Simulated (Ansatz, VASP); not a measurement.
# Two plane-wave programs on SrNb

```xyz
2
Lattice="3.0590 0.0000 0.0000 0.0000 3.0590 0.0000 0.0000 0.0000 5.5434" Properties=species:S:1:pos:R:3 pbc="T T T"
Sr    1.5295    1.5295    2.7717
Nb    0.0000    0.0000    0.0000
```

Change from the starting cell: species swapped into the MnPd type (P4/mmm, No. 123).

Alike in both runs: functional PBE; k mesh 6 × 6 × 5; occupations gaussian, width 0.2 eV; no spin polarisation.

Ansatz relaxed the structure, and its values are those at the end. VASP's run is a single point on that final structure, the one shown.

```csv
,VASP,Ansatz
version,VASP 6.6.1,Ansatz 0.2.0
potentials or method,"VASP PAW PBE potentials, release 64 (Sr_sv, Nb_sv), cutoff 500 eV","scalar-relativistic, plane waves, PAW"
valence electrons in the cell,23,23
```

|  | VASP | Ansatz | Ansatz less VASP |
| --- | --- | --- | --- |
| gap on the k mesh at the Fermi level (eV) | none | none | - |
| pressure (GPa) | 0.3 | 0.2 | -0.11 |

A gap of «none» marks a metal or a gap that the smearing closes.
